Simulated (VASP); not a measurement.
Input of a VASP 6.6.1 run:

File POSCAR:

```
Cl
1.0
    3.1238919815     -2.2348988739      0.0000000000
    3.1238919815      2.2348988739      0.0000000000
    0.0000000000      0.0000000000      8.1548976686
Cl
4
Direct
    0.3700000000      0.6300000000      0.4000000000
    0.1300000000      0.8700000000      0.9000000000
    0.6300000000      0.3700000000      0.6000000000
    0.8700000000      0.1300000000      0.1000000000
```

File INCAR.step1:

```
SYSTEM = Cl
ALGO = Normal
EDIFF = 1E-4
ENCUT = 520
GGA = PE
ISMEAR = -1
LASPH = .TRUE.
LCHARG = .FALSE.
LREAL = .FALSE.
LWAVE = .TRUE.
NBANDS = 22
NELM = 60
PREC = Accurate
SIGMA = 0.05
```

INCAR.step2

```
SYSTEM = Cl
ALGO = Normal
EDIFF = 1E-6
ENCUT = 520
ISIF = 2
ISMEAR = -1
ISTART = 1
LASPH = .TRUE.
LCHARG = .FALSE.
LMIXTAU = .TRUE.
LREAL = .FALSE.
LWAVE = .FALSE.
METAGGA = R2SCAN
NBANDS = 22
NELM = 60
PREC = Accurate
SIGMA = 0.05
```

Contents of KPOINTS:

```
k-points
0
G
  7 7 4
  0 0 0
```

Potentials or basis: VASP PAW PBE potentials, release 64 (Cl).

Launch:

```sh
$ cat potpaw_PBE.64/Cl/POTCAR > POTCAR
$ cp INCAR.step1 INCAR
$ mpirun -np 1 vasp_std > vasp.out
$ cp INCAR.step2 INCAR
$ mpirun -np 1 vasp_std > vasp.out
```

Question: What does it give for the largest force?

Answer: 0.162 eV/Å.

Question: Predict the pressure.

Answer: -0.5 GPa.

Question: What does it give for the band gap on the k mesh?

Answer: 2.97 eV (least direct gap 3.03 eV).

Stress tensor (GPa, compression positive):
```
 0.15  0.00  0.00
 0.00 -0.67  0.00
 0.00  0.00 -1.11
```

Caveat: the PAW data sets were made with another functional, which shifts forces and pressure a little; an odd mesh through Γ misses points on the zone boundary, where band edges can lie.
